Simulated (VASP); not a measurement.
**AlCo: single point with PBE**

Crystal: AlCo.

```
Al Co
1.0
     2.73223    0.00000    0.00000
    -1.36612    2.36618    0.00000
     0.00000    0.00000    3.81540
Al Co
1 1
Direct
  0.00000 0.00000 0.50000
  0.66667 0.33333 0.00000
```

The cell was generated, and may not be a known phase.

```yaml
Program: VASP 6.6.1
Task: single point
Functional: PBE
Potentials_or_basis: VASP PAW PBE potentials, release 64 (Al, Co_sv)
Cutoff: 690 eV
k_mesh: 6 × 6 × 4
Occupations: gaussian, width 0.1 eV
Spin: collinear spin, ferromagnetic start
Starting_moments: "[0.0, 3.0] μB"
Dipole_correction: no
Further_INCAR_settings: ALGO = Normal; EDIFF = 1e-06; NBANDS = 21
```

```
Pressure                                              : -0.6 GPa
Net moment                                            : 0.77 μB per cell
Site moments                                          : Al -0.01; Co +0.82 μB
Valence electrons inside the program's atomic spheres : Al 0.84; Co 15.12
```

Stress tensor (GPa, compression positive):
```
-0.42  0.00  0.00
 0.00 -0.42  0.00
 0.00  0.00 -0.90
```

Levels at points of the mesh, in eV from the Fermi level:
Spin up:
```
           k point  band 9  band 10  band 11  band 12  band 13  band 14
(0.00, 0.00, 0.00)   -1.22    -0.92    -0.92     3.49    13.10    13.10
(0.50, 0.00, 0.00)   -1.25    -0.57     0.82     4.96     6.44     7.84
(0.00, 0.00, 0.50)   -1.91    -1.01    -1.01    10.50    14.38    14.38
(0.50, 0.00, 0.50)   -1.41    -0.83    -0.57     1.97     3.06    10.22
```
Spin down:
```tsv
k point	band 7	band 8	band 9	band 10	band 11	band 12	band 13	band 14
(0.00, 0.00, 0.00)	-1.27	-0.91	-0.91	-0.31	-0.31	3.91	13.11	13.11
(0.50, 0.00, 0.00)	-2.58	-2.22	-0.67	0.58	1.64	4.95	6.49	7.84
(0.00, 0.00, 0.50)	-1.35	-0.89	-0.89	-0.41	-0.41	10.44	14.38	14.38
(0.50, 0.00, 0.50)	-2.98	-0.86	-0.85	-0.80	0.58	2.35	3.60	10.17
```

It took 65 s on 1 thread of AMD EPYC 7R43 64-Core Processor (Zen 3), with other jobs on the host, peak memory 0.14 GiB.

Caveat: the k points lie up to 0.44 Å⁻¹ apart.
